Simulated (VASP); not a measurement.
**KMgF3: single point with PBE**

KMgF3:

```xyz
5
Lattice="4.0379 0.0000 0.0000 0.0000 4.0379 0.0000 0.0000 0.0000 4.0379" Properties=species:S:1:pos:R:3 pbc="T T T"
K     2.0189    2.0189    2.0189
Mg    0.0000    0.0000    0.0000
F     2.0189    0.0000    0.0000
F     0.0000    2.0189    0.0000
F     0.0000    0.0000    2.0189
```

```json
{
  "Program": "VASP 6.6.1",
  "Task": "single point",
  "Functional": "PBE",
  "Potentials or basis": "VASP PAW PBE potentials, release 64 (K_sv, Mg, F)",
  "Cutoff": "520 eV",
  "k mesh": "6 × 6 × 6",
  "Occupations": "fermi-dirac, width 0.0186 eV",
  "Spin": "no spin polarisation",
  "Dipole correction": "no",
  "k mesh for the DOS": "9 × 9 × 9",
  "Occupations for the DOS": "tetrahedron",
  "Further INCAR settings": "ALGO = Normal; EDIFF = 1e-06"
}
```

| Quantity | Value |
| --- | --- |
| Valence electrons inside the program's atomic spheres | K 7.57; Mg 0.34; F 6.13 |

Levels at points of the mesh, in eV from the valence-band top:
```
           k point  band 13  band 14  band 15  band 16  band 17  band 18  band 19  band 20
(0.00, 0.00, 0.00)    -0.57    -0.30    -0.30    -0.30     7.03    10.04    10.04    12.15
```

Run time: 73 s on 1 thread of AMD EPYC 7R13 (shared host), peak memory 0.16 GiB.
